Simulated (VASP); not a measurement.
Crystal: Ga.

```xyz
1
Lattice="2.5675 0.0000 0.0000 0.0000 2.5675 0.0000 0.0000 0.0000 2.5675" Properties=species:S:1:pos:R:3 pbc="T T T"
Ga    0.0000    0.0000    0.0000
```

| Property | Result |
| --- | --- |
| Program | VASP 6.6.1 |
| Task | relaxation of cell and atoms |
| Functional | PBE |
| Potentials or basis | VASP PAW PBE potentials, release 64 (Ga_d) |
| Cutoff | 600 eV |
| k mesh | 16 × 16 × 16 |
| Occupations | fermi-dirac, width 0.08 eV |
| Spin | no spin polarisation |

At the start: pressure 12.5 GPa; volume 16.92 Å³/atom.

**Question.** Where does the relaxation end?

**Answer.** Over 7 steps the energy falls by 105.7 meV/atom and the volume is 20.11 Å³/atom (+18.8 %); space group Pm-3m (No. 221, to 0.05 Å).

The path:
| step | energy change (eV) | largest force (eV/Å) | pressure (GPa) | volume (Å³) |
| --- | --- | --- | --- | --- |
| 1 | 0.0000 | 0.0000 | 12.50 | 16.92 |
| 2 | -0.1053 | 0.0000 | -0.60 | 20.37 |
| 3 | -0.1057 | 0.0000 | 0.24 | 20.09 |
| 4 | -0.1057 | 0.0000 | -0.21 | 20.17 |
| 5 | -0.1057 | 0.0000 | 0.12 | 20.09 |
| 6 | -0.1057 | 0.0000 | -0.05 | 20.12 |
| 7 | -0.1057 | 0.0000 | 0.00 | 20.11 |

Final structure:
```cif
data_structure
_symmetry_space_group_name_H-M 'P 1'
_symmetry_Int_Tables_number 1
_cell_length_a 2.7195
_cell_length_b 2.7195
_cell_length_c 2.7195
_cell_angle_alpha 90.000
_cell_angle_beta 90.000
_cell_angle_gamma 90.000
_cell_volume 20.11
loop_
_atom_site_label
_atom_site_type_symbol
_atom_site_fract_x
_atom_site_fract_y
_atom_site_fract_z
_atom_site_occupancy
Ga1 Ga 0.00000 0.00000 0.00000 1
```

Caveat: the volume moved by over 15 % at a fixed basis, so the end points are rough.
